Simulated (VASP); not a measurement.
A run of VASP 6.6.1:

File POSCAR:

```
P
1.0
    1.6477431241     -5.4650377251      0.0000000000
    1.6477431241      5.4650377251      0.0000000000
    0.0000000000      0.0000000000      4.5436355900
P
4
Direct
    0.9041431300      0.0958568700      0.5888151700
    0.0958568700      0.9041431300      0.4111848300
    0.5958568700      0.4041431300      0.0888151700
    0.4041431300      0.5958568700      0.9111848300
```

File INCAR.step1:

```
SYSTEM = P
PREC     = Accurate       ! precision mode
ENCUT    = 520            ! plane-wave cutoff, eV
EDIFF    = 1E-7           ! SCF threshold, eV
ISMEAR   = -1             ! smearing method
SIGMA    = 0.05           ! smearing width, eV
LREAL    = .FALSE.        ! projectors in reciprocal space
LASPH    = .TRUE.         ! aspherical terms in the spheres
NELM     = 100            ! most SCF steps
ALGO     = Normal         ! electronic algorithm
ISIF     = 2              ! what is computed and relaxed
LWAVE    = .FALSE.        ! write WAVECAR
LCHARG   = .TRUE.         ! write CHGCAR
GGA      = CA             ! functional
NBANDS   = 18             ! bands
```

KPOINTS.step1

```
Automatic mesh
0
G
  5 5 4
  0 0 0
```

Contents of INCAR.step2:

```
SYSTEM = P
PREC     = Accurate       ! precision mode
ENCUT    = 520            ! plane-wave cutoff, eV
EDIFF    = 1E-7           ! SCF threshold, eV
ISMEAR   = -5             ! smearing method
SIGMA    = 0.05           ! smearing width, eV
LREAL    = .FALSE.        ! projectors in reciprocal space
LASPH    = .TRUE.         ! aspherical terms in the spheres
NELM     = 100            ! most SCF steps
ALGO     = Normal         ! electronic algorithm
ISIF     = 2              ! what is computed and relaxed
LWAVE    = .FALSE.        ! write WAVECAR
LCHARG   = .FALSE.        ! write CHGCAR
GGA      = CA             ! functional
LORBIT   = 10             ! projections on sites
NEDOS    = 2001           ! points of the DOS
ICHARG   = 11             ! starting density
```

File KPOINTS.step2:

```
Automatic mesh
0
G
  8 8 6
  0 0 0
```

Potentials or basis: VASP PAW LDA potentials, release 64 (P).

Launch:

```console
$ cat potpaw_LDA.64/P/POTCAR > POTCAR
$ cp INCAR.step1 INCAR
$ cp KPOINTS.step1 KPOINTS
$ mpirun -np 1 vasp_std > vasp.out
$ cp INCAR.step2 INCAR
$ cp KPOINTS.step2 KPOINTS
$ mpirun -np 1 vasp_std > vasp.out
```

Hardware: 1 thread of AMD EPYC 7R13 Processor (Zen 3), on a shared host.

Question: Estimate the wall time of this run.

Answer: Wall time 94 s on 1 thread of AMD EPYC 7R13 Processor (Zen 3), on a shared host, peak memory 0.18 GiB. Counts: k points 84.
